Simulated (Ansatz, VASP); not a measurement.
Al4Cl in VASP and in Ansatz

INCAR

```
ALGO = Normal
EDIFF = 1E-6
ENCUT = 520
GGA = PE
ISIF = 2
ISMEAR = 0
LASPH = True
LCHARG = False
LREAL = False
LWAVE = False
NBANDS = 18
NELM = 80
PREC = Accurate
SIGMA = 0.1
```

KPOINTS

```
k-points
0
Gamma
  4 4 4
```

The input POSCAR:

```
Al4Cl
1.0
   -2.9642042700      2.9642042700      2.9642042700
    2.9642042700     -2.9642042700      2.9642042700
    2.9642042700      2.9642042700     -2.9642042700
Al Cl
4 1
Direct
    0.0000000000      0.6305807800      0.0000000000
    0.3694192200      0.3694192200      0.3694192200
    0.0000000000      0.0000000000      0.6305807800
    0.6305807800      0.0000000000      0.0000000000
    0.0000000000      0.0000000000      0.0000000000
```

Input for Ansatz:

```yaml
crystal:
  lattice:
    - [-2.96420427, 2.96420427, 2.96420427]
    - [2.96420427, -2.96420427, 2.96420427]
    - [2.96420427, 2.96420427, -2.96420427]
  atoms:
    - { symbol: Al, position: [0.0, 0.63058078, 0.0] }
    - { symbol: Al, position: [0.36941922, 0.36941922, 0.36941922] }
    - { symbol: Al, position: [0.0, 0.0, 0.63058078] }
    - { symbol: Al, position: [0.63058078, 0.0, 0.0] }
    - { symbol: Cl, position: [0.0, 0.0, 0.0] }
basis:
  ecutwfc: 420
kpoints:
  mp_grid: { grid: [4, 4, 4] }
hamiltonian:
  xc: pbe
scf:
  occupations: { method: gaussian, width: 0.1 }
  lower_state_search: "off"
output:
  forces: true
  stress: true
  eigenvalues: true
```

Change from the starting cell: species swapped into the GeF4 type (I-43m, No. 217).

Alike in both runs: task single point; functional PBE; k mesh 4 × 4 × 4; occupations gaussian, width 0.1 eV; no spin polarisation.

|  | VASP | Ansatz |
| --- | --- | --- |
| version | VASP 6.6.1 | Ansatz 0.2.0 |
| potentials or method | VASP PAW PBE potentials, release 64 (Al, Cl), cutoff 520 eV | scalar-relativistic, plane waves, PAW |
| valence electrons in the cell | 19 | 19 |

|  | VASP | Ansatz | Ansatz less VASP |
| --- | --- | --- | --- |
| gap on the k mesh at the Fermi level (eV) | none | none | - |
| pressure (GPa) | 25.9 | 25.8 | -0.03 |
| rms of the force components (eV/Å) | 4.617 | 4.608 | -0.0093 |

Atom by atom the forces differ by 0.009 eV/Å (rms over components). A gap of «none» marks a metal or a gap that the smearing closes.

The k mesh is coarse, so the values compare programs but aren't converged.
